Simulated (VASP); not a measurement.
# Sr (I4_1/amd) in VASP: further runs

Sr is run at these levels: LDA, PBE; tasks: single point.

All numbers are computed with VASP 6.6.1; they aren't measurements. Logs are shortened: lines on timing, memory, paths and dates and some standing lists are left out, and cuts for length are marked.

### 1 The cell of the first run

Symmetry: I4_1/amd, No. 141, tetragonal system. The conventional cell has a = 7.413 Å, b = 7.413 Å, c = 4.042 Å, α = 90.00°, β = 90.00°, γ = 90.00°. Sr (site symmetry -4m2) has 10 Sr at 3.84 to 4.79 Å within 5.0 Å.

### 2 Single point, LDA

INCAR reads:

```
ALGO = Normal ; EDIFF = 1E-6
ENCUT = 520 ; GGA = CA
ISIF = 2 ; ISMEAR = 0
LASPH = T ; LCHARG = T
LELF = T ; LREAL = F
LVHAR = T ; LWAVE = F
NBANDS = 17 ; NELM = 80
PREC = Accurate ; SIGMA = 0.1
```

KPOINTS reads:

```
k-points
0
Gamma
  8 8 8
```

POSCAR reads:

```
Sr
1.0
   -3.7063582770      3.7063582770      2.0208764669
    3.7063582770     -3.7063582770      2.0208764669
    3.7063582770      3.7063582770     -2.0208764669
Sr
2
Direct
    0.0000000000      0.0000000000      0.0000000000
    0.7500000000      0.2500000000      0.5000000000
```

Potentials or basis: VASP PAW LDA potentials, release 64 (Sr_sv).

On the command line:

```
> cat potpaw_LDA.64/Sr_sv/POTCAR > POTCAR
> mpirun -np 1 vasp_std > vasp.out
```

OUTCAR:

```text
EDIFF = 1E-6
   ENCUT = 520
   GGA = CA
   ISIF = 2
   ISMEAR = 0
   LASPH = T
   LREAL = F
   NELM = 80
   PREC = Accurate

 ion  position               nearest neighbor table
   1  0.000  0.000  0.000-   2 3.84   2 3.84   2 3.84   2 3.84   2 4.79   2 4.79   2 4.79   2 4.79

   2  0.750  0.250  0.500-   1 3.84   1 3.84   1 3.84   1 3.84   1 4.79   1 4.79   1 4.79   1 4.79

  LATTYP: Found a body centered tetragonal cell.
 ALAT       =     7.4127165540
 C/A-ratio  =     0.5452458494

  Lattice vectors:

 A1 = (  -3.7063582770,   3.7063582770,   2.0208764669)
 A2 = (   3.7063582770,  -3.7063582770,   2.0208764669)
 A3 = (   3.7063582770,   3.7063582770,  -2.0208764669)

Analysis of symmetry for initial positions (statically):
=====================================================================
 Subroutine PRICEL returns:
 Original cell was already a primitive cell.

 Routine SETGRP: Setting up the symmetry group for a
 body centered tetragonal supercell.

 Subroutine GETGRP returns: Found 16 space group operations
 (whereof  8 operations were pure point group operations)
 out of a pool of 16 trial point group operations.

The static configuration has the point symmetry D_2d.
 The point group associated with its full space group is D_4h.

Analysis of symmetry for dynamics (positions and initial velocities):
=====================================================================
 Subroutine PRICEL returns:
 Original cell was already a primitive cell.

 Routine SETGRP: Setting up the symmetry group for a
 body centered tetragonal supercell.

 Subroutine GETGRP returns: Found 16 space group operations
 (whereof  8 operations were pure point group operations)
 out of a pool of 16 trial point group operations.

The dynamic configuration has the point symmetry D_2d.
 The point group associated with its full space group is D_4h.

 Subroutine INISYM returns: Found 16 space group operations
 (whereof  8 operations are pure point group operations),
 and found     1 'primitive' translations

----------------------------------------------------------------------------------------

                                     Primitive cell

  volume of cell :     111.0439

  direct lattice vectors                    reciprocal lattice vectors
    -3.706358277  3.706358277  2.020876467     0.000000000  0.134903310  0.247417399
     3.706358277 -3.706358277  2.020876467     0.134903310  0.000000000  0.247417399
     3.706358277  3.706358277 -2.020876467     0.134903310  0.134903310  0.000000000

  length of vectors
     5.617661885  5.617661885  5.617661885     0.281805381  0.281805381  0.190782091

  position of ions in fractional coordinates (direct lattice)
     0.000000000  0.000000000  0.000000000
     0.750000000  0.250000000  0.500000000

  ion indices of the primitive-cell ions
   primitive index   ion index
                 1           1
                 2           2

----------------------------------------------------------------------------------------

 KPOINTS: k-points

Automatic generation of k-mesh.
 Grid dimensions read from file:
 generate k-points for:    8    8    8

 Generating k-lattice:

  Cartesian coordinates                     Fractional coordinates (reciprocal lattice)
     0.000000000  0.016862914  0.030927175     0.125000000  0.000000000 -0.000000000
     0.016862914  0.000000000  0.030927175     0.000000000  0.125000000 -0.000000000
     0.016862914  0.016862914  0.000000000     0.000000000  0.000000000  0.125000000

  Length of vectors
     0.035225673  0.035225673  0.023847761

  Shift w.r.t. Gamma in fractional coordinates (k-lattice)
     0.000000000  0.000000000  0.000000000

 Subroutine IBZKPT returns following result:
 ===========================================

 Found     59 irreducible k-points:

 Following reciprocal coordinates:
            Coordinates               Weight
  0.000000  0.000000  0.000000      1.000000
  0.125000  0.000000  0.000000      8.000000
  0.250000  0.000000  0.000000      8.000000
  0.375000 -0.000000  0.000000      8.000000
  0.500000  0.000000  0.000000      4.000000
  0.125000  0.125000  0.000000      8.000000
[... 16 lines left out ...]
  0.250000  0.125000  0.125000     16.000000
  0.375000  0.125000  0.125000      8.000000
 [... further k-points ...]
   k-points           NKPTS =     59   k-points in BZ     NKDIM =     59   number of bands    NBANDS=     17
   number of dos      NEDOS =    301   number of ions     NIONS =      2
   total plane-waves  NPLWV =  74088
   dimension x,y,z NGX =    42 NGY =   42 NGZ =   42
   dimension x,y,z NGXF=    84 NGYF=   84 NGZF=   84
   ions per type =               2
   NGX,Y,Z   is equivalent  to a cutoff of  12.43, 12.43, 12.43 a.u.
   NGXF,Y,Z  is equivalent  to a cutoff of  24.86, 24.86, 24.86 a.u.
 SYSTEM =  unknown system
   PREC   = accura    normal or accurate (medium, high low for compatibility)
   ISTART =      0    job   : 0-new  1-cont  2-samecut
   ICHARG =      2    charge: 1-file 2-atom 10-const
   ISPIN  =      1    spin polarized calculation?
   LNONCOLLINEAR =      F non collinear calculations
   LSORBIT =      F    spin-orbit coupling
   LASPH  =      T    aspherical Exc in radial PAW
   ENCUT  =  520.0 eV  38.22 Ry    6.18 a.u.  10.45 10.45 10.45*2*pi/ulx,y,z
   NELM   =     80;   NELMIN=  2; NELMDL= -5     # of ELM steps
   EDIFF  = 0.1E-05   stopping-criterion for ELM
   LREAL  =      F    real-space projection
   EDIFFG = 0.1E-04   stopping-criterion for IOM
   NSW    =      0    number of steps for IOM
   IBRION =     -1    ionic relax: 0-MD 1-quasi-New 2-CG
   NFREE  =      0    steps in history (QN), initial steepest desc. (CG)
   ISIF   =      2    stress and relaxation
   ISYM   =      2    0-nonsym 1-usesym 2-fastsym
   POTIM  = 0.5000    time-step for ionic-motion
   TEBEG  =    0.0;   TEEND  =   0.0 temperature during run
   PSTRESS=    0.0 pullay stress
   NELECT =      20.0000    total number of electrons
   NUPDOWN=      -1.0000    fix difference up-down
   EMIN   =  10.00;   EMAX   =-10.00  energy-range for DOS
   EFERMI =   0.00;   METHOD = LEGACY
   ISMEAR =     0;   SIGMA  =   0.10  broadening in eV -4-tet -1-fermi 0-gaus
   EFERMI_NEDOS =   21; number of points for ismear=-14 and -15
   IALGO  =     38    algorithm
   IMIX   =      4    mixing-type and parameters
     AMIX     =   0.40;   BMIX     =  1.00
     AMIX_MAG =   1.60;   BMIX_MAG =  1.00
  volume/ion in A,a.u.               =      55.52       374.68
  Fermi-wavevector in a.u.,A,eV,Ry     =   0.924528  1.747104 11.629602  0.854752
  Thomas-Fermi vector in A             =   2.050283
   LORBIT       =      0    0 simple, 1 ext, 2 COOP (PROOUT), +10 PAW based schemes
   GGA     = CA    functional components
   LHFCALC =     F    Hartree Fock is set to
   AEXX    =    0.0000 exact exchange contribution
   IVDW    =     0    specifies the selected vdW correction
   LEPSILON=     F    determine dielectric tensor
   LRPA    =     F    only Hartree local field effects (RPA)
 non-spin polarized calculation
 Gauss-broadening in eV      SIGMA  =   0.10
  energy-cutoff  :      520.00
  volume of cell :      111.04
 maximum number of plane-waves:      3035
 NGX is ok and might be reduce to    42
   NGX = 21   NGY = 21   NGZ = 21

 number of electron      20.0000001 magnetization

 Free energy of the ion-electron system (eV)
  ---------------------------------------------------
  ext. energy  EPLUGINS =         0.00000000
  ---------------------------------------------------
  free energy    TOTEN  =        -3.23172978 eV

  energy without entropy =       -3.21336362  energy(sigma->0) =       -3.22254670

 E-fermi :   1.2595     XC(G=0):  -7.5170

 val. band max:        1.2281206477   @ k =  -0.3750   0.5000   0.3750
 cond. band min:       1.2618682874   @ k =   0.3750   0.1250   0.0000
 fundamental gap:      0.0337476397
 Fermi energy:         1.2594776520

 k-point     1 :       0.0000    0.0000    0.0000
  band No.  band energies     occupation
      1     -35.2700      2.00000
      2     -35.2305      2.00000
      3     -17.4611      2.00000
      4     -17.4611      2.00000
      5     -17.2439      2.00000
      6     -17.2400      2.00000
[... 9 lines left out ...]
     16       4.7088      0.00000
     17       4.7112      0.00000

 k-point     2 :       0.1250    0.0000    0.0000
  band No.  band energies     occupation
      1     -35.2673      2.00000
      2     -35.2303      2.00000
      3     -17.4589      2.00000
      4     -17.4485      2.00000
      5     -17.2727      2.00000
      6     -17.2674      2.00000
[... 9 lines left out ...]
     16       4.1488      0.00000
     17       4.2761      0.00000

 k-point     3 :       0.2500    0.0000    0.0000
  band No.  band energies     occupation
      1     -35.2604      2.00000
      2     -35.2301      2.00000
      3     -17.4534      2.00000
      4     -17.4217      2.00000
      5     -17.3409      2.00000
      6     -17.3235      2.00000
[... 9 lines left out ...]
     16       3.8618      0.00000
     17       3.8922      0.00000

 k-point     4 :       0.3750   -0.0000    0.0000
  band No.  band energies     occupation
      1     -35.2529      2.00000
      2     -35.2306      2.00000
      3     -17.4478      2.00000
      4     -17.4306      2.00000
      5     -17.4035      2.00000
      6     -17.3385      2.00000
[... 9 lines left out ...]
     16       3.7372      0.00000
     17       4.5831      0.00000
[... 343 lines left out ...]
      1     -35.2578      2.00000
      2     -35.2327      2.00000
      3     -17.4302      2.00000
      4     -17.4203      2.00000
      5     -17.3409      2.00000
      6     -17.3238      2.00000
[... 9 lines left out ...]
     16       3.8573      0.00000
     17       3.9038      0.00000

 k-point    23 :       0.2500    0.1250    0.1250
  band No.  band energies     occupation
      1     -35.2503      2.00000
      2     -35.2332      2.00000
      3     -17.4483      2.00000
      4     -17.4174      2.00000
      5     -17.3888      2.00000
      6     -17.3381      2.00000
[... 9 lines left out ...]
     16       4.0568      0.00000
     17       4.6422      0.00000

 k-point    24 :       0.3750    0.1250    0.1250
  band No.  band energies     occupation
      1     -35.2466      2.00000
      2     -35.2339      2.00000
      3     -17.4657      2.00000
      4     -17.4359      2.00000
      5     -17.3949      2.00000
      6     -17.3111      2.00000
[... 9 lines left out ...]
     16       4.0472      0.00000
     17       4.6058      0.00000

 [... further k-points ...]
[... 5 lines left out ...]
  --------------------------------------------------------------------------------------
  -------------------------------------------------------------------------------------
  Total       -0.7360880     -0.7360880     -1.1259081      0.0000000      0.0000000      0.0000000
  in kB      -10.6205193    -10.6205193    -16.2449722      0.0000000      0.0000000      0.0000000
  external PRESSURE =     -12.4953370 kB  Pullay stress =       0.0000000 kB

 VOLUME and BASIS-vectors are now :
 -----------------------------------------------------------------------------
  energy-cutoff  :      520.00
  volume of cell :      111.04
      direct lattice vectors                 reciprocal lattice vectors
    -3.706358277  3.706358277  2.020876467     0.000000000  0.134903310  0.247417399
     3.706358277 -3.706358277  2.020876467     0.134903310  0.000000000  0.247417399
     3.706358277  3.706358277 -2.020876467     0.134903310  0.134903310  0.000000000

 POSITION                                       TOTAL-FORCE (eV/Angst)
 -----------------------------------------------------------------------------------
      0.00000      0.00000      0.00000        -0.000000     -0.000000      0.000000
     -0.00000      3.70636      1.01044         0.000000      0.000000     -0.000000
 -----------------------------------------------------------------------------------
    total drift:                               -0.000000     -0.000000      0.000000

  FREE ENERGIE OF THE ION-ELECTRON SYSTEM (eV)
  ---------------------------------------------------
  free  energy   TOTEN  =        -3.2317297817 eV

  energy  without entropy=       -3.2133636160  energy(sigma->0) =       -3.22254670
```

It took 1.7 min on 1 thread of AMD EPYC 9R45 (Zen 5), shared host; peak memory 0.22 GiB.

What came out:

- Free energy: -3.2317 eV
- Pressure: -1.2 GPa
- Band gap on the k mesh: zero (band 10 reaches 1.59 eV, above the bottom of band 11 at 1.10 eV)

Stress tensor (GPa, compression positive):
```
-1.06  0.00  0.00
 0.00 -1.06  0.00
 0.00  0.00 -1.62
```

### 3 Single point, PBE

This run uses another cell than the first one, of 52.19 Å³/atom, 0.940 times its volume.

INCAR reads:

```
SYSTEM = Sr
ALGO = Fast
EDIFF = 1E-6
ENCUT = 520
GGA = PE
ISIF = 2
ISMEAR = -1
LASPH = .TRUE.
LCHARG = .TRUE.
LELF = .TRUE.
LREAL = .FALSE.
LVHAR = .TRUE.
LWAVE = .FALSE.
NBANDS = 17
NELM = 80
PREC = Accurate
SIGMA = 0.05
```

KPOINTS reads:

```
k-points
0
G
  8 8 8
  0 0 0
```

POSCAR reads:

```
Sr
1.0
   -3.6306970821      3.6306970821      1.9796225144
    3.6306970821     -3.6306970821      1.9796225144
    3.6306970821      3.6306970821     -1.9796225144
Sr
2
Direct
    0.0000000000      0.0000000000      0.0000000000
    0.7500000000      0.2500000000      0.5000000000
```

Potentials or basis: VASP PAW PBE potentials, release 64 (Sr_sv).

On the command line:

```
> cat potpaw_PBE.64/Sr_sv/POTCAR > POTCAR
> mpirun -np 1 vasp_std > vasp.out
```

Run time: 93 s. Hardware: 1 thread of Intel Xeon 6975P-C (Granite Rapids), shared host; peak memory 0.3 GiB.

Results (log left out):

```
Free energy            : -2.7611 eV
Pressure               : 0.6 GPa
Band gap on the k mesh : zero (band 10 reaches 1.92 eV, above the bottom of band 11 at 1.42 eV)
```

Stress tensor (GPa, compression positive):
```
0.74 0.00 0.00
0.00 0.74 0.00
0.00 0.00 0.22
```

Levels at points of the mesh, in eV from the Fermi level:
| k point | band 8 | band 9 | band 10 | band 11 | band 12 | band 13 |
| --- | --- | --- | --- | --- | --- | --- |
| (0.00, 0.00, 0.00) | -18.40 | -3.51 | -0.40 | 0.72 | 1.14 | 1.78 |
| (0.50, 0.00, 0.00) | -18.39 | -0.81 | -0.07 | -0.01 | 1.15 | 1.36 |
| (0.50, 0.50, 0.00) | -18.41 | -1.84 | -1.84 | 1.12 | 1.12 | 1.72 |
| (0.50, 0.50, 0.50) | -18.37 | -1.10 | -1.10 | 0.03 | 0.03 | 1.74 |

### 4 Single point, PBE

This run uses another cell than the first one, of 53.30 Å³/atom, 0.960 times its volume.

INCAR reads:

```
SYSTEM = Sr
PREC = Accurate
ENCUT = 520
EDIFF = 1E-6
ISMEAR = -1
SIGMA = 0.05
LREAL = .FALSE.
LASPH = .TRUE.
NELM = 100
ALGO = Normal
ISIF = 2
LWAVE = .FALSE.
LCHARG = .FALSE.
GGA = PE
NBANDS = 17
```

KPOINTS reads:

```
regular mesh
0
G
  8 8 8
  0 0 0
```

POSCAR reads:

```
Sr
1.0
   -3.6562662138      3.6562662138      1.9935639774
    3.6562662138     -3.6562662138      1.9935639774
    3.6562662138      3.6562662138     -1.9935639774
Sr
2
Direct
    0.0000000000      0.0000000000      0.0000000000
    0.7500000000      0.2500000000      0.5000000000
```

Potentials or basis: VASP PAW PBE potentials, release 64 (Sr_sv).

On the command line:

```
> cat potpaw_PBE.64/Sr_sv/POTCAR > POTCAR
> mpirun -np 1 vasp_std > vasp.out
```

OUTCAR:

```text
SYSTEM = Sr
   PREC = Accurate
   ENCUT = 520
   EDIFF = 1E-6
   ISMEAR = -1
   LREAL = .FALSE.
   LASPH = .TRUE.
   NELM = 100
   ISIF = 2
   GGA = PE

 ion  position               nearest neighbor table
   1  0.000  0.000  0.000-   2 3.79   2 3.79   2 3.79   2 3.79   2 4.72   2 4.72   2 4.72   2 4.72

   2  0.750  0.250  0.500-   1 3.79   1 3.79   1 3.79   1 3.79   1 4.72   1 4.72   1 4.72   1 4.72

  LATTYP: Found a body centered tetragonal cell.
 ALAT       =     7.3125324276
 C/A-ratio  =     0.5452458494

[... 195 lines left out ...]
      5     -16.9455      2.00000
      6     -16.9413      2.00000
[... 457 lines left out ...]
      4     -17.1582      2.00000
      5     -17.1124      2.00000
      6     -17.0205      2.00000
[... 9 lines left out ...]
     16       4.5496      0.00000
     17       5.0716      0.00000

 [... further k-points ...]
[... 5 lines left out ...]
  --------------------------------------------------------------------------------------
  -------------------------------------------------------------------------------------
  Total        0.3631690      0.3631690      0.0174163      0.0000000      0.0000000      0.0000000
  in kB        5.4582516      5.4582516      0.2617585      0.0000000      0.0000000      0.0000000
  external PRESSURE =       3.7260873 kB  Pullay stress =       0.0000000 kB

 VOLUME and BASIS-vectors are now :
 -----------------------------------------------------------------------------
  energy-cutoff  :      520.00
  volume of cell :      106.60
      direct lattice vectors                 reciprocal lattice vectors
    -3.656266214  3.656266214  1.993563977     0.000000000  0.136751530  0.250807100
     3.656266214 -3.656266214  1.993563977     0.136751530  0.000000000  0.250807100
     3.656266214  3.656266214 -1.993563977     0.136751530  0.136751530  0.000000000

 POSITION                                       TOTAL-FORCE (eV/Angst)
 -----------------------------------------------------------------------------------
      0.00000      0.00000      0.00000         0.000000     -0.000000     -0.000000
      0.00000      3.65627      0.99678        -0.000000      0.000000      0.000000
 -----------------------------------------------------------------------------------
    total drift:                               -0.000000     -0.000000      0.000000

  FREE ENERGIE OF THE ION-ELECTRON SYSTEM (eV)
  ---------------------------------------------------
  free  energy   TOTEN  =        -2.7677188819 eV

  energy  without entropy=       -2.7395481795  energy(sigma->0) =       -2.75363353
```

OSZICAR:

```text
N       E                     dE             d eps       ncg     rms          rms(c)
DAV:   1     0.103023548546E+03    0.10302E+03   -0.93215E+03  2006   0.101E+03
DAV:   2     0.391535078691E+01   -0.99108E+02   -0.97786E+02  2608   0.224E+02
DAV:   3    -0.265168396075E+01   -0.65670E+01   -0.65442E+01  3721   0.411E+01
DAV:   4    -0.276534798291E+01   -0.11366E+00   -0.11361E+00  2506   0.502E+00
DAV:   5    -0.276809944137E+01   -0.27515E-02   -0.27511E-02  3327   0.609E-01    0.165E+01
DAV:   6    -0.276800497507E+01    0.94466E-04   -0.14517E-02  2567   0.121E+00    0.936E+00
DAV:   7    -0.276732395589E+01    0.68102E-03   -0.29545E-02  2522   0.163E+00    0.398E-01
DAV:   8    -0.276762118452E+01   -0.29723E-03   -0.40493E-03  3187   0.310E-01    0.123E-01
DAV:   9    -0.276768741453E+01   -0.66230E-04   -0.99902E-05  2754   0.652E-02    0.485E-02
DAV:  10    -0.276771954811E+01   -0.32134E-04   -0.24461E-05  2509   0.384E-02    0.743E-03
DAV:  11    -0.276771888188E+01    0.66623E-06   -0.13522E-06  2323   0.737E-03
   1 F= -.27677189E+01 E0= -.27536335E+01  d E =-.281707E-01
```

stdout:

```text
POSCAR found type information on POSCAR Sr
 POSCAR found :  1 types and       2 ions
 scaLAPACK will be used
 LDA part: xc-table for (Slater+PW92), standard interpolation
 POSCAR, INCAR and KPOINTS ok, starting setup
 FFT: planning ... GRIDC
 FFT: planning ... GRID_SOFT
 FFT: planning ... GRID
 WAVECAR not read
 entering main loop
```

Wall time 62 s (1 thread of Intel Xeon 6975P-C (Granite Rapids), shared host); peak memory 0.29 GiB.

Results:

```yaml
Free_energy: -2.7677 eV
Pressure: 0.4 GPa
Band_gap_on_the_k_mesh: zero (band 10 reaches 1.87 eV, above the bottom of band 11 at 1.35 eV)
```

Stress tensor (GPa, compression positive):
```
0.55 0.00 0.00
0.00 0.55 0.00
0.00 0.00 0.03
```

### 5 Overview

| level | potentials or basis | cell | smearing | gap on the mesh (eV) | pressure (GPa) |
| --- | --- | --- | --- | --- | --- |
| LDA | VASP PAW LDA potentials, release 64 (Sr_sv) | a = 5.618 Å, angles 97.4, 97.4, 137.8°, 2 atoms | gaussian 0.1 eV | none | -1.2 |
| PBE | VASP PAW PBE potentials, release 64 (Sr_sv) | a = 5.503 Å, angles 97.4, 97.4, 137.8°, 2 atoms | fermi-dirac 0.05 eV | none | 0.6 |
| PBE | VASP PAW PBE potentials, release 64 (Sr_sv) | a = 5.542 Å, angles 97.4, 97.4, 137.8°, 2 atoms | fermi-dirac 0.05 eV | none | 0.4 |

Alike in all rows: task single point; no spin polarisation; k mesh 8 × 8 × 8; cutoff (eV) 520.

Total energies depend on the potentials used, so only differences within one code and one set of settings carry meaning.
